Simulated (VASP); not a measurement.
# GaN in VASP: single point with PBEsol

Aim: the single point of GaN with PBEsol.

Program: VASP 6.6.1. These are calculated values, not measurements. Logs are shortened: lines on timing, memory, paths and dates and some standing lists are left out, and cuts for length are marked.

## Step 1: The cell of the first run

The cell holds a slab with vacuum, 20 atoms: a = 3.183 Å, b = 5.185 Å, c = 26.944 Å, α = 90.00°, β = 90.00°, γ = 90.00°.

## Step 2: Single point, PBEsol

The input, INCAR:

```
PREC = Accurate
ENCUT = 520
EDIFF = 1E-6
ISMEAR = 0
SIGMA = 0.05
LREAL = Auto
LASPH = True
NELM = 100
ALGO = Normal
ISIF = 2
LWAVE = False
LCHARG = True
LDIPOL = True
IDIPOL = 3
DIPOL = 0.5 0.5 0.500
GGA = PS
LELF = True
LVHAR = True
LVACPOTAV = True
NBANDS = 106
```

The input, KPOINTS:

```
regular mesh
0
Gamma
  8 5 1
```

The input, POSCAR:

```
GaN
1.0
    3.1825784906      0.0000000000      0.0000000000
    0.0000000000      5.1854260800      0.0000000000
    0.0000000000      0.0000000000     26.9435065639
Ga N
10 10
Direct
    0.0000000000     -0.0282888009      0.2887281270
    0.5000000000      0.5072742263      0.3088577632
    0.5000000000     -0.0002845713      0.3823240868
    0.0000000000      0.5055977767      0.4140823339
    0.0000000000      0.0030904437      0.4833923553
    0.5000000000      0.5030904405      0.5166076465
    0.5000000000      0.0055977501      0.5859176689
    0.0000000000      0.4997154002      0.6176759160
    0.0000000000      0.0072741664      0.6911422394
    0.5000000000      0.4717111264      0.7112718721
    0.0000000000      0.6259786603      0.2789448012
    0.5000000000      0.1316688714      0.3118402630
    0.5000000000      0.6254379535      0.3805509466
    0.0000000000      0.1277411698      0.4147890274
    0.0000000000      0.6267844607      0.4829662285
    0.5000000000      0.1267844560      0.5170337706
    0.5000000000      0.6277411419      0.5852109706
    0.0000000000      0.1254379271      0.6194490524
    0.0000000000      0.6316688097      0.6881597344
    0.5000000000      0.1259785914      0.7210551962
```

Potentials or basis: VASP PAW PBE potentials, release 64 (Ga_d, N).

Run with:

```sh
$ cat potpaw_PBE.64/Ga_d/POTCAR potpaw_PBE.64/N/POTCAR > POTCAR
$ mpirun -np 1 vasp_std > vasp.out
```

OUTCAR:

```text
PREC = Accurate
   ENCUT = 520
   EDIFF = 1E-6
   ISMEAR = 0
   LREAL = Auto
   LASPH = True
   NELM = 100
   ISIF = 2
   GGA = PS

 ion  position               nearest neighbor table
   1  0.000  0.972  0.289-  11 1.81  12 1.90  12 1.90
   2  0.500  0.507  0.309-  11 1.89  11 1.89  12 1.95  13 2.03
   3  0.500  1.000  0.382-  14 1.93  14 1.93  13 1.94  12 2.02
   4  0.000  0.506  0.414-  13 1.93  13 1.93  14 1.96  15 1.96
   5  0.000  0.003  0.483-  16 1.94  16 1.94  15 1.95  14 1.96
   6  0.500  0.503  0.517-  15 1.94  15 1.94  16 1.95  17 1.96
   7  0.500  0.006  0.586-  18 1.93  18 1.93  17 1.96  16 1.96
   8  0.000  0.500  0.618-  17 1.93  17 1.93  18 1.94  19 2.02
   9  0.000  0.007  0.691-  20 1.89  20 1.89  19 1.95  18 2.03
  10  0.500  0.472  0.711-  20 1.81  19 1.90  19 1.90
  11  0.000  0.626  0.279-   1 1.81   2 1.89   2 1.89
  12  0.500  0.132  0.312-   1 1.90   1 1.90   2 1.95   3 2.02
  13  0.500  0.625  0.381-   4 1.93   4 1.93   3 1.94   2 2.03
  14  0.000  0.128  0.415-   3 1.93   3 1.93   5 1.96   4 1.96
  15  0.000  0.627  0.483-   6 1.94   6 1.94   5 1.95   4 1.96
  16  0.500  0.127  0.517-   5 1.94   5 1.94   6 1.95   7 1.96
  17  0.500  0.628  0.585-   8 1.93   8 1.93   6 1.96   7 1.96
  18  0.000  0.125  0.619-   7 1.93   7 1.93   8 1.94   9 2.03
  19  0.000  0.632  0.688-  10 1.90  10 1.90   9 1.95   8 2.02
  20  0.500  0.126  0.721-  10 1.81   9 1.89   9 1.89

  LATTYP: Found a simple orthorhombic cell.
 ALAT       =     3.1825784906
 B/A-ratio  =     1.6293160075
 C/A-ratio  =     8.4659362349

  Lattice vectors:

 A1 = (   3.1825784906,   0.0000000000,   0.0000000000)
 A2 = (   0.0000000000,   5.1854260800,   0.0000000000)
 A3 = (   0.0000000000,   0.0000000000,  26.9435065639)

Analysis of symmetry for initial positions (statically):
=====================================================================
 Subroutine PRICEL returns:
 Original cell was already a primitive cell.

 Routine SETGRP: Setting up the symmetry group for a
 simple orthorhombic supercell.

 Subroutine GETGRP returns: Found  4 space group operations
 (whereof  2 operations were pure point group operations)
 out of a pool of  8 trial point group operations.

The static configuration has the point symmetry C_1h.
 The point group associated with its full space group is C_2v.

Analysis of symmetry for dynamics (positions and initial velocities):
=====================================================================
 Subroutine PRICEL returns:
 Original cell was already a primitive cell.

 Routine SETGRP: Setting up the symmetry group for a
 simple orthorhombic supercell.

 Subroutine GETGRP returns: Found  4 space group operations
 (whereof  2 operations were pure point group operations)
 out of a pool of  8 trial point group operations.

The dynamic configuration has the point symmetry C_1h.
 The point group associated with its full space group is C_2v.

 Subroutine INISYM returns: Found  4 space group operations
 (whereof  2 operations are pure point group operations),
 and found     1 'primitive' translations

----------------------------------------------------------------------------------------

                                     Primitive cell

  volume of cell :     444.6494

  direct lattice vectors                    reciprocal lattice vectors
     3.182578491  0.000000000  0.000000000     0.314210632  0.000000000  0.000000000
     0.000000000  5.185426080  0.000000000     0.000000000  0.192848183  0.000000000
     0.000000000  0.000000000 26.943506564     0.000000000  0.000000000  0.037114694

  length of vectors
     3.182578491  5.185426080 26.943506564     0.314210632  0.192848183  0.037114694

  position of ions in fractional coordinates (direct lattice)
     0.000000000  0.971711199  0.288728127
     0.500000000  0.507274226  0.308857763
     0.500000000  0.999715429  0.382324087
     0.000000000  0.505597777  0.414082334
     0.000000000  0.003090444  0.483392355
     0.500000000  0.503090441  0.516607646
[... 12 lines left out ...]
     0.000000000  0.631668810  0.688159734
     0.500000000  0.125978591  0.721055196

  ion indices of the primitive-cell ions
   primitive index   ion index
                 1           1
                 2           2
                 3           3
                 4           4
                 5           5
                 6           6
[... 12 lines left out ...]
                19          19
                20          20

----------------------------------------------------------------------------------------

 KPOINTS: regular mesh

Automatic generation of k-mesh.
 Grid dimensions read from file:
 generate k-points for:    8    5    1

 Generating k-lattice:

  Cartesian coordinates                     Fractional coordinates (reciprocal lattice)
     0.039276329  0.000000000  0.000000000     0.125000000  0.000000000  0.000000000
     0.000000000  0.038569637  0.000000000     0.000000000  0.200000000  0.000000000
     0.000000000  0.000000000  0.037114694     0.000000000  0.000000000  1.000000000

  Length of vectors
     0.039276329  0.038569637  0.037114694

  Shift w.r.t. Gamma in fractional coordinates (k-lattice)
     0.000000000  0.000000000  0.000000000

 Subroutine IBZKPT returns following result:
 ===========================================

 Found     15 irreducible k-points:

 Following reciprocal coordinates:
            Coordinates               Weight
  0.000000  0.000000  0.000000      1.000000
  0.125000  0.000000  0.000000      2.000000
  0.250000  0.000000  0.000000      2.000000
  0.375000  0.000000  0.000000      2.000000
  0.500000  0.000000  0.000000      1.000000
  0.000000  0.200000  0.000000      2.000000
  0.125000  0.200000  0.000000      4.000000
  0.250000  0.200000  0.000000      4.000000
  0.375000  0.200000  0.000000      4.000000
  0.500000  0.200000  0.000000      2.000000
  0.000000  0.400000  0.000000      2.000000
  0.125000  0.400000  0.000000      4.000000
  0.250000  0.400000  0.000000      4.000000
  0.375000  0.400000  0.000000      4.000000
  0.500000  0.400000  0.000000      2.000000
   k-points           NKPTS =     15   k-points in BZ     NKDIM =     15   number of bands    NBANDS=    106
   number of dos      NEDOS =    301   number of ions     NIONS =     20
   total plane-waves  NPLWV = 192000
   dimension x,y,z NGX =    24 NGY =   40 NGZ =  200
   dimension x,y,z NGXF=    48 NGYF=   80 NGZF=  400
   ions per type =              10  10
   NGX,Y,Z   is equivalent  to a cutoff of  12.54, 12.82, 12.34 a.u.
   NGXF,Y,Z  is equivalent  to a cutoff of  25.07, 25.65, 24.68 a.u.
 SYSTEM =  unknown system
   PREC   = accura    normal or accurate (medium, high low for compatibility)
   ISTART =      0    job   : 0-new  1-cont  2-samecut
   ICHARG =      2    charge: 1-file 2-atom 10-const
   ISPIN  =      1    spin polarized calculation?
   LNONCOLLINEAR =      F non collinear calculations
   LSORBIT =      F    spin-orbit coupling
   LASPH  =      T    aspherical Exc in radial PAW
   ENCUT  =  520.0 eV  38.22 Ry    6.18 a.u.   5.92  9.64 50.10*2*pi/ulx,y,z
   NELM   =    100;   NELMIN=  2; NELMDL= -5     # of ELM steps
   EDIFF  = 0.1E-05   stopping-criterion for ELM
   LREAL  =      T    real-space projection
   EDIFFG = 0.1E-04   stopping-criterion for IOM
   NSW    =      0    number of steps for IOM
   IBRION =     -1    ionic relax: 0-MD 1-quasi-New 2-CG
   NFREE  =      0    steps in history (QN), initial steepest desc. (CG)
   ISIF   =      2    stress and relaxation
   ISYM   =      2    0-nonsym 1-usesym 2-fastsym
   POTIM  = 0.5000    time-step for ionic-motion
   TEBEG  =    0.0;   TEEND  =   0.0 temperature during run
   PSTRESS=    0.0 pullay stress
   NELECT =     180.0000    total number of electrons
   NUPDOWN=      -1.0000    fix difference up-down
   EMIN   =  10.00;   EMAX   =-10.00  energy-range for DOS
   EFERMI =   0.00;   METHOD = LEGACY
   ISMEAR =     0;   SIGMA  =   0.05  broadening in eV -4-tet -1-fermi 0-gaus
   EFERMI_NEDOS =   21; number of points for ismear=-14 and -15
   IALGO  =     38    algorithm
   IMIX   =      4    mixing-type and parameters
     AMIX     =   0.40;   BMIX     =  1.00
     AMIX_MAG =   1.60;   BMIX_MAG =  1.00
  volume/ion in A,a.u.               =      22.23       150.03
  Fermi-wavevector in a.u.,A,eV,Ry     =   1.211044  2.288541 19.954666  1.466627
  Thomas-Fermi vector in A             =   2.346571
   LORBIT       =      0    0 simple, 1 ext, 2 COOP (PROOUT), +10 PAW based schemes
   GGA     = PS    functional components
   LHFCALC =     F    Hartree Fock is set to
   AEXX    =    0.0000 exact exchange contribution
   IVDW    =     0    specifies the selected vdW correction
   LEPSILON=     F    determine dielectric tensor
   LRPA    =     F    only Hartree local field effects (RPA)
 non-spin polarized calculation
 Gauss-broadening in eV      SIGMA  =   0.05
  energy-cutoff  :      520.00
  volume of cell :      444.65
 maximum number of plane-waves:     12044
 NGX is ok and might be reduce to    24
   NGX = 11   NGY = 19   NGZ =101

 dipolmoment           0.000000      0.000000     -0.000000 electrons x Angstroem

 number of electron     179.9999955 magnetization

 dipolmoment           0.000000      0.000000      0.000000 electrons x Angstroem

 Free energy of the ion-electron system (eV)
  ---------------------------------------------------
  ext. energy  EPLUGINS =         0.00000000
  ---------------------------------------------------
  free energy    TOTEN  =      -127.67489004 eV

  energy without entropy =     -127.67489004  energy(sigma->0) =     -127.67489004

 E-fermi :   0.1597     XC(G=0):  -6.5911

 val. band max:       -0.1102573754   @ k =   0.0000   0.0000   0.0000
 cond. band min:       1.5165830516   @ k =   0.0000   0.0000   0.0000
 fundamental gap:      1.6268404269
 Fermi energy:         0.1597264792

 k-point     1 :       0.0000    0.0000    0.0000
  band No.  band energies     occupation
      1     -16.2265      2.00000
      2     -16.1079      2.00000
      3     -15.8704      2.00000
      4     -15.5923      2.00000
      5     -15.3573      2.00000
      6     -15.2310      2.00000
[... 1564 lines left out ...]
    101       6.0619      0.00000
    102       6.0619      0.00000
 [bands above 102 left out]

------------------------ aborting loop because EDIFF is reached ----------------------------------------

  FORCE on cell =-STRESS in cart. coord.  units (eV):
  Direction    XX          YY          ZZ          XY          YZ          ZX
  --------------------------------------------------------------------------------------
  -------------------------------------------------------------------------------------
  Total        3.2105742      1.9596608     -0.2724167      0.0000000      0.0000000      0.0000000
  in kB       11.5684615      7.0611233     -0.9815822      0.0000000      0.0000000      0.0000000
  external PRESSURE =       5.8826675 kB  Pullay stress =       0.0000000 kB

 VOLUME and BASIS-vectors are now :
 -----------------------------------------------------------------------------
  energy-cutoff  :      520.00
  volume of cell :      444.65
      direct lattice vectors                 reciprocal lattice vectors
     3.182578491  0.000000000  0.000000000     0.314210632  0.000000000  0.000000000
     0.000000000  5.185426080  0.000000000     0.000000000  0.192848183  0.000000000
     0.000000000  0.000000000 26.943506564     0.000000000  0.000000000  0.037114694

 POSITION                                       TOTAL-FORCE (eV/Angst)
 -----------------------------------------------------------------------------------
      0.00000      5.03874      7.77935         0.000000     -0.033125     -0.001498
      1.59129      2.63043      8.32171         0.000000      0.004183     -0.038503
      1.59129      5.18395     10.30115         0.000000     -0.006056      0.002825
      0.00000      2.62174     11.15683         0.000000      0.003268     -0.006842
      0.00000      0.01603     13.02429         0.000000     -0.001408     -0.002051
      1.59129      2.60874     13.91922         0.000000     -0.001408      0.002051
[... 12 lines left out ...]
      0.00000      3.27547     18.54144         0.000000      0.002613      0.004178
      1.59129      0.65325     19.42776         0.000000      0.030243     -0.037065
 -----------------------------------------------------------------------------------
    total drift:                                0.000000     -0.009687      0.000116

  FREE ENERGIE OF THE ION-ELECTRON SYSTEM (eV)
  ---------------------------------------------------
  free  energy   TOTEN  =      -127.6748900434 eV

  energy  without entropy=     -127.6748900434  energy(sigma->0) =     -127.67489004

 vacuum level on the upper side and lower side of the slab         5.652         5.652
```

Wall time 36 min (1 thread of Intel Xeon Platinum 8259CL at 2.50GHz (Skylake/Cascade Lake), shared host); peak memory 0.7 GiB.

What came out:

```
Free energy            : -127.6749 eV
Largest force          : 0.048 eV/Å
Band gap on the k mesh : 1.63 eV, direct
```

Forces on the atoms (eV/Å):
```
Ga   0.000 -0.033 -0.001
Ga   0.000  0.004 -0.039
Ga   0.000 -0.006  0.003
Ga   0.000  0.003 -0.007
Ga   0.000 -0.001 -0.002
Ga   0.000 -0.001  0.002
Ga   0.000  0.003  0.007
Ga   0.000 -0.006 -0.003
Ga   0.000  0.004  0.039
Ga   0.000 -0.033  0.001
N    0.000  0.030  0.037
N    0.000  0.003 -0.004
N    0.000  0.001  0.018
N    0.000 -0.002  0.000
N    0.000  0.001  0.006
N    0.000  0.001 -0.006
N    0.000 -0.002  0.000
N    0.000  0.001 -0.018
N    0.000  0.003  0.004
N    0.000  0.030 -0.037
```

Caveat: the PAW data sets were made with another functional, which shifts forces and pressure a little.
